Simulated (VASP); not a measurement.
# Cr (P6_3/mmc) in VASP: further runs

Runs on Cr. Level: BLYP. Tasks: single point.

Program: VASP 6.6.1. These are calculated values, not measurements. Logs are shortened: lines on timing, memory, paths and dates and some standing lists are left out, and cuts for length are marked.

## (1) The cell of the first run

Symmetry: P6_3/mmc, No. 194, hexagonal system. The conventional cell has a = 2.436 Å, b = 2.436 Å, c = 4.414 Å, α = 90.00°, β = 90.00°, γ = 120.00°. Cr (site symmetry -6m2) has 12 Cr at 2.44 to 2.62 Å within 3.2 Å.

This isn't the form of Cr at room conditions, which is bcc.

## (2) Single point, BLYP, collinear spin, ferromagnetic start (11.34 Å³/atom)

INCAR

```
SYSTEM = Cr
PREC = Accurate
ENCUT = 520
EDIFF = 1E-6
ISMEAR = -1
SIGMA = 0.05
LREAL = .FALSE.
LASPH = .TRUE.
NELM = 150
ALGO = Normal
ISIF = 2
LWAVE = .FALSE.
LCHARG = .FALSE.
ISPIN = 2
MAGMOM = 1.5 1.5
LORBIT = 11
LMAXMIX = 4
GGA = B5
ALDAX = 1.0
AGGAX = 1.0
AGGAC = 1.0
ALDAC = 0.0
NBANDS = 23
```

KPOINTS

```
Automatic mesh
0
G
  16 16 8
  0 0 0
```

POSCAR

```
Cr
1.0
    2.4355280146      0.0000000000      0.0000000000
   -1.2177640073      2.1092291323      0.0000000000
    0.0000000000      0.0000000000      4.4135057852
Cr
2
Direct
    0.3333333333      0.6666666667      0.2500000000
    0.6666666667      0.3333333333      0.7500000000
```

Potentials or basis: VASP PAW PBE potentials, release 64 (Cr_pv).

Run with:

```bash
$ cat potpaw_PBE.64/Cr_pv/POTCAR > POTCAR
$ mpirun -np 1 vasp_std > vasp.out
```

OUTCAR:

```text
SYSTEM = Cr
   PREC = Accurate
   ENCUT = 520
   EDIFF = 1E-6
   ISMEAR = -1
   LREAL = .FALSE.
   LASPH = .TRUE.
   NELM = 150
   ISIF = 2
   ISPIN = 2
   LORBIT = 11
   GGA = B5

 ion  position               nearest neighbor table
   1  0.333  0.667  0.250-   2 2.62   2 2.62   2 2.62   2 2.62   2 2.62   2 2.62
   2  0.667  0.333  0.750-   1 2.62   1 2.62   1 2.62   1 2.62   1 2.62   1 2.62

  LATTYP: Found a hexagonal cell.
 ALAT       =     2.4355280146
 C/A-ratio  =     1.8121350930

  Lattice vectors:

 A1 = (   2.4355280146,   0.0000000000,   0.0000000000)
 A2 = (  -1.2177640073,   2.1092291323,   0.0000000000)
 A3 = (   0.0000000000,   0.0000000000,   4.4135057852)

Analysis of symmetry for initial positions (statically):
=====================================================================
 Subroutine PRICEL returns:
 Original cell was already a primitive cell.

 Routine SETGRP: Setting up the symmetry group for a
 hexagonal supercell.

 Subroutine GETGRP returns: Found 24 space group operations
 (whereof 12 operations were pure point group operations)
 out of a pool of 24 trial point group operations.

The static configuration has the point symmetry D_3d.
 The point group associated with its full space group is D_6h.

Analysis of symmetry for dynamics (positions and initial velocities):
=====================================================================
 Subroutine PRICEL returns:
 Original cell was already a primitive cell.

 Routine SETGRP: Setting up the symmetry group for a
 hexagonal supercell.

 Subroutine GETGRP returns: Found 24 space group operations
 (whereof 12 operations were pure point group operations)
 out of a pool of 24 trial point group operations.

The dynamic configuration has the point symmetry D_3d.
 The point group associated with its full space group is D_6h.

Analysis of structural, dynamic, and magnetic symmetry:
=====================================================================
 Subroutine PRICEL returns:
 Original cell was already a primitive cell.

 Routine SETGRP: Setting up the symmetry group for a
 hexagonal supercell.

 Subroutine GETGRP returns: Found 24 space group operations
 (whereof 12 operations were pure point group operations)
 out of a pool of 24 trial point group operations.

The overall configuration has the point symmetry D_3d.
 The point group associated with its full space group is D_6h.

 Subroutine INISYM returns: Found 24 space group operations
[... 118 lines left out ...]
  volume/ion in A,a.u.               =      11.34        76.50
  Fermi-wavevector in a.u.,A,eV,Ry     =   1.668444  3.152903 37.874625  2.783706
  Thomas-Fermi vector in A             =   2.754291
   LORBIT       =     11    0 simple, 1 ext, 2 COOP (PROOUT), +10 PAW based schemes
   GGA     = B5    functional components
   LHFCALC =     F    Hartree Fock is set to
   AEXX    =    0.0000 exact exchange contribution
   IVDW    =     0    specifies the selected vdW correction
   LEPSILON=     F    determine dielectric tensor
   LRPA    =     F    only Hartree local field effects (RPA)
 spin polarized calculation
  energy-cutoff  :      520.00
  volume of cell :       22.67
 maximum number of plane-waves:       635
   NGX =  9   NGY =  9   NGZ = 17

 number of electron      24.0000014 magnetization      -0.0012439

 number of electron      24.0000014 magnetization       0.0000701

 Free energy of the ion-electron system (eV)
  ---------------------------------------------------
  ext. energy  EPLUGINS =         0.00000000
  ---------------------------------------------------
  free energy    TOTEN  =       -15.79196827 eV

  energy without entropy =      -15.76545648  energy(sigma->0) =      -15.77871238

 E-fermi :  11.5764     XC(G=0): -13.1748

 val. band max:       11.5734146988   @ k =   0.1250   0.0000   0.0000
 cond. band min:      11.5776424992   @ k =   0.1250   0.1250   0.0000
 fundamental gap:      0.0042278003
 Fermi energy:        11.5763545123

 spin component 1

 k-point     1 :       0.0000    0.0000    0.0000
  band No.  band energies     occupation
      1     -31.6200      1.00000
      2     -30.8548      1.00000
      3     -30.6348      1.00000
      4     -30.6348      1.00000
      5     -30.5656      1.00000
      6     -30.5656      1.00000
[... 613 lines left out ...]
     22      24.5150      0.00000
     23      25.8698      0.00000

 [... further k-points ...]

 spin component 2

 k-point     1 :       0.0000    0.0000    0.0000
  band No.  band energies     occupation
      1     -31.6199      1.00000
      2     -30.8548      1.00000
      3     -30.6348      1.00000
      4     -30.6347      1.00000
      5     -30.5656      1.00000
      6     -30.5656      1.00000
[... 613 lines left out ...]
     22      24.5151      0.00000
     23      25.8698      0.00000

 [... further k-points ...]

------------------------ aborting loop because EDIFF is reached ----------------------------------------

  FORCE on cell =-STRESS in cart. coord.  units (eV):
  Direction    XX          YY          ZZ          XY          YZ          ZX
  --------------------------------------------------------------------------------------
  -------------------------------------------------------------------------------------
  Total        3.1391777      3.1391777      2.6936836     -0.0000000     -0.0000000      0.0000000
  in kB      221.8328655    221.8328655    190.3516155     -0.0000000     -0.0000000      0.0000000
  external PRESSURE =     211.3391155 kB  Pullay stress =       0.0000000 kB

 VOLUME and BASIS-vectors are now :
 -----------------------------------------------------------------------------
  energy-cutoff  :      520.00
  volume of cell :       22.67
      direct lattice vectors                 reciprocal lattice vectors
     2.435528015  0.000000000  0.000000000     0.410588584  0.237053430  0.000000000
    -1.217764007  2.109229132  0.000000000     0.000000000  0.474106860  0.000000000
     0.000000000  0.000000000  4.413505785     0.000000000  0.000000000  0.226577249

 POSITION                                       TOTAL-FORCE (eV/Angst)
 -----------------------------------------------------------------------------------
     -0.00000      1.40615      1.10338         0.000000     -0.000000      0.000000
      1.21776      0.70308      3.31013        -0.000000      0.000000      0.000000
 -----------------------------------------------------------------------------------
    total drift:                               -0.000000      0.000000     -0.000000

  FREE ENERGIE OF THE ION-ELECTRON SYSTEM (eV)
  ---------------------------------------------------
  free  energy   TOTEN  =       -15.7919682750 eV

  energy  without entropy=      -15.7654564806  energy(sigma->0) =      -15.77871238

 total charge

# of ion       s       p       d       tot
------------------------------------------
    1        0.424   6.389   4.335  11.147
    2        0.424   6.389   4.335  11.147
--------------------------------------------------
tot          0.847  12.778   8.670  22.295

 magnetization (x)

# of ion       s       p       d       tot
------------------------------------------
    1       -0.000   0.000   0.000   0.000
    2       -0.000   0.000   0.000   0.000
--------------------------------------------------
tot         -0.000   0.000   0.000   0.000
```

OSZICAR:

```text
N       E                     dE             d eps       ncg     rms          rms(c)
DAV:   1     0.243615083837E+03    0.24362E+03   -0.13536E+04 13968   0.130E+03
DAV:   2    -0.967837375374E+01   -0.25329E+03   -0.24419E+03 14185   0.381E+02
DAV:   3    -0.176016294860E+02   -0.79233E+01   -0.78588E+01 17601   0.790E+01
DAV:   4    -0.176679977343E+02   -0.66368E-01   -0.66316E-01 14238   0.742E+00
DAV:   5    -0.176688055462E+02   -0.80781E-03   -0.80781E-03 14773   0.768E-01    0.183E+01
DAV:   6    -0.157522521557E+02    0.19166E+01   -0.72222E+00 15613   0.309E+01    0.383E+00
DAV:   7    -0.157955401862E+02   -0.43288E-01   -0.16005E-01 14689   0.362E+00    0.250E+00
DAV:   8    -0.157953075375E+02    0.23265E-03   -0.46063E-03 15592   0.681E-01    0.953E-01
DAV:   9    -0.157916618851E+02    0.36457E-02   -0.55124E-03 14437   0.694E-01    0.214E-01
DAV:  10    -0.157919110168E+02   -0.24913E-03   -0.93949E-04 15137   0.249E-01    0.753E-02
DAV:  11    -0.157919659015E+02   -0.54885E-04   -0.49125E-05 15116   0.666E-02    0.300E-02
DAV:  12    -0.157919704132E+02   -0.45116E-05   -0.86109E-06 15599   0.216E-02    0.149E-02
DAV:  13    -0.157919687640E+02    0.16492E-05   -0.26339E-06 13294   0.139E-02    0.510E-03
DAV:  14    -0.157919682750E+02    0.48905E-06   -0.42343E-07  7726   0.547E-03
   1 F= -.15791968E+02 E0= -.15778712E+02  d E =-.265118E-01  mag=     0.0002
```

stdout:

```text
POSCAR found type information on POSCAR Cr
 POSCAR found :  1 types and       2 ions
 scaLAPACK will be used
 -----------------------------------------------------------------------------
|                                                                             |
|                                                                             |
|     You enforced a specific xc type in the INCAR file but a different       |
|     I HOPE YOU KNOW WHAT YOU ARE DOING!                                     |
|                                                                             |
 -----------------------------------------------------------------------------

 LDA part: xc-table for (Slater(with rela. corr.)+VWN5), standard interpolation
 POSCAR, INCAR and KPOINTS ok, starting setup
 FFT: planning ... GRIDC
 FFT: planning ... GRID_SOFT
 FFT: planning ... GRID
 WAVECAR not read
 entering main loop
```

Wall time 4.7 min (1 thread of AMD EPYC 7R13, shared host); peak memory 0.19 GiB.

Results:

| Item | Value |
| --- | --- |
| Free energy | -15.7920 eV |
| Pressure | 21.1 GPa |
| Band gap on the k mesh | zero (filled and empty bands overlap) |
| Net moment | 0.00 μB per cell |
| Valence electrons inside the program's atomic spheres | Cr 11.15 |

Caveat: the cell stands under pressure; an empty level that is flat over the whole mesh can mark a ghost state of the potentials, or a narrow d or f band; the moments typed at the start vanished in this run; the PAW data sets were made with another functional, which shifts forces and pressure a little.

## (3) Single point, BLYP, collinear spin, ferromagnetic start (11.83 Å³/atom)

This run uses another cell than the first one, of 11.83 Å³/atom.

INCAR

```
PREC     = Accurate       # precision mode
ENCUT    = 520            # plane-wave cutoff, eV
EDIFF    = 1E-7           # SCF threshold, eV
ISMEAR   = -1             # smearing method
SIGMA    = 0.05           # smearing width, eV
LREAL    = False          # projectors in reciprocal space
LASPH    = True           # aspherical terms in the spheres
NELM     = 150            # most SCF steps
ALGO     = Normal         # electronic algorithm
ISIF     = 2              # what is computed and relaxed
LWAVE    = False          # write WAVECAR
LCHARG   = False          # write CHGCAR
ISPIN    = 2              # spin polarisation
MAGMOM   = 1.5 1.5        # initial moments
LORBIT   = 11             # projections on sites
LMAXMIX  = 4              # l up to which the mixer works
GGA      = B5             # functional
ALDAX    = 1.0          
AGGAX    = 1.0          
AGGAC    = 1.0          
ALDAC    = 0.0          
NBANDS   = 23             # bands
```

KPOINTS

```
Automatic mesh
0
Gamma
  16 16 8
```

POSCAR

```
Cr
1.0
    2.4703259734      0.0000000000      0.0000000000
   -1.2351629867      2.1393650486      0.0000000000
    0.0000000000      0.0000000000      4.4765643874
Cr
2
Direct
    0.3333333333      0.6666666667      0.2500000000
    0.6666666667      0.3333333333      0.7500000000
```

Potentials or basis: VASP PAW PBE potentials, release 64 (Cr_pv).

Run with:

```bash
$ cat potpaw_PBE.64/Cr_pv/POTCAR > POTCAR
$ mpirun -np 1 vasp_std > vasp.out
```

It took 5.1 min on 1 thread of AMD EPYC 7R13, shared host; peak memory 0.2 GiB.

The run converged. Its results:

* Free energy: -15.8853 eV
* Pressure: 9.4 GPa
* Band gap on the k mesh: zero (filled and empty bands overlap)
* Net moment: 0.00 μB per cell
* Valence electrons inside the program's atomic spheres: Cr 11.06

Stress tensor (GPa, compression positive):
```
9.85 0.00 0.00
0.00 9.85 0.00
0.00 0.00 8.48
```

Levels at points of the mesh, in eV from the Fermi level:
Spin up:
```tsv
k point	band 10	band 11	band 12	band 13	band 14	band 15
(0.00, 0.00, 0.00)	-0.39	-0.39	-0.11	-0.08	-0.08	1.10
(0.50, 0.00, 0.00)	-0.99	-0.42	-0.37	-0.11	2.24	2.84
(0.00, 0.00, 0.50)	-1.70	-0.36	-0.36	-0.36	-0.36	1.78
(0.50, 0.00, 0.50)	-2.53	0.94	0.94	1.34	1.34	2.90
```
Spin down:
| k point | band 8 | band 9 | band 10 | band 11 | band 12 | band 13 | band 14 | band 15 | band 16 | band 17 |
| --- | --- | --- | --- | --- | --- | --- | --- | --- | --- | --- |
| (0.00, 0.00, 0.00) | -4.07 | -1.39 | -0.39 | -0.39 | -0.11 | -0.08 | -0.08 | 1.10 | 1.10 | 2.17 |
| (0.50, 0.00, 0.00) | -3.45 | -3.37 | -0.99 | -0.42 | -0.37 | -0.11 | 2.24 | 2.84 | 2.95 | 4.17 |
| (0.00, 0.00, 0.50) | -5.49 | -1.70 | -1.70 | -0.36 | -0.36 | -0.36 | -0.36 | 1.78 | 1.78 | 1.78 |
| (0.50, 0.00, 0.50) | -3.89 | -2.53 | -2.53 | 0.94 | 0.94 | 1.34 | 1.34 | 2.90 | 2.90 | 3.58 |

Caveat: the cell stands under pressure; an empty level that is flat over the whole mesh can mark a ghost state of the potentials, or a narrow d or f band; the moments typed at the start vanished in this run; the PAW data sets were made with another functional, which shifts forces and pressure a little.

## (4) Single point, BLYP, collinear spin, ferromagnetic start (12.32 Å³/atom)

This run uses another cell than the first one, of 12.32 Å³/atom.

INCAR

```
AGGAC    = 1.0          
AGGAX    = 1.0          
ALDAC    = 0.0          
ALDAX    = 1.0          
ALGO     = Normal         # electronic algorithm
EDIFF    = 1E-6           # SCF threshold, eV
ENCUT    = 520            # plane-wave cutoff, eV
GGA      = B5             # functional
ISIF     = 2              # what is computed and relaxed
ISMEAR   = -1             # smearing method
ISPIN    = 2              # spin polarisation
LASPH    = True           # aspherical terms in the spheres
LCHARG   = False          # write CHGCAR
LMAXMIX  = 4              # l up to which the mixer works
LORBIT   = 11             # projections on sites
LREAL    = False          # projectors in reciprocal space
LWAVE    = False          # write WAVECAR
MAGMOM   = 1.5 1.5        # initial moments
NBANDS   = 23             # bands
NELM     = 150            # most SCF steps
PREC     = Accurate       # precision mode
SIGMA    = 0.05           # smearing width, eV
```

KPOINTS

```
k-points
0
Gamma
  16 16 8
```

POSCAR

```
Cr
1.0
    2.5041702608      0.0000000000      0.0000000000
   -1.2520851304      2.1686750613      0.0000000000
    0.0000000000      0.0000000000      4.5378948084
Cr
2
Direct
    0.3333333333      0.6666666667      0.2500000000
    0.6666666667      0.3333333333      0.7500000000
```

Run with:

```bash
$ cat potpaw_PBE.64/Cr_pv/POTCAR > POTCAR
$ mpirun -np 1 vasp_std > vasp.out
```

Wall time 5.1 min (1 thread of AMD EPYC 7R13, shared host); peak memory 0.2 GiB.

The run converged. Its results:

| Item | Value |
| --- | --- |
| Free energy | -15.9133 eV |
| Pressure | -0.2 GPa |
| Band gap on the k mesh | zero (filled and empty bands overlap) |
| Net moment | 0.00 μB per cell |
| Valence electrons inside the program's atomic spheres | Cr 10.98 |

Stress tensor (GPa, compression positive):
```
-0.20  0.00  0.00
 0.00 -0.20  0.00
 0.00  0.00 -0.06
```

Levels at points of the mesh, in eV from the Fermi level:
Spin up:
| k point | band 9 | band 10 | band 11 | band 12 | band 13 | band 14 | band 15 | band 16 |
| --- | --- | --- | --- | --- | --- | --- | --- | --- |
| (0.00, 0.00, 0.00) | -1.31 | -0.36 | -0.36 | -0.14 | -0.07 | -0.07 | 1.05 | 1.05 |
| (0.50, 0.00, 0.00) | -3.18 | -0.93 | -0.43 | -0.36 | -0.09 | 2.12 | 2.69 | 2.80 |
| (0.00, 0.00, 0.50) | -1.61 | -1.61 | -0.33 | -0.33 | -0.33 | -0.33 | 1.68 | 1.68 |
| (0.50, 0.00, 0.50) | -2.39 | -2.39 | 0.90 | 0.90 | 1.26 | 1.26 | 2.75 | 2.75 |
Spin down:
```csv
k point,band 10,band 11,band 12,band 13,band 14,band 15
"(0.00, 0.00, 0.00)",-0.36,-0.36,-0.14,-0.07,-0.07,1.05
"(0.50, 0.00, 0.00)",-0.93,-0.43,-0.36,-0.09,2.12,2.69
"(0.00, 0.00, 0.50)",-1.61,-0.33,-0.33,-0.33,-0.33,1.68
"(0.50, 0.00, 0.50)",-2.39,0.90,0.90,1.26,1.26,2.75
```

Caveat: an empty level that is flat over the whole mesh can mark a ghost state of the potentials, or a narrow d or f band; the moments typed at the start vanished in this run; the PAW data sets were made with another functional, which shifts forces and pressure a little.
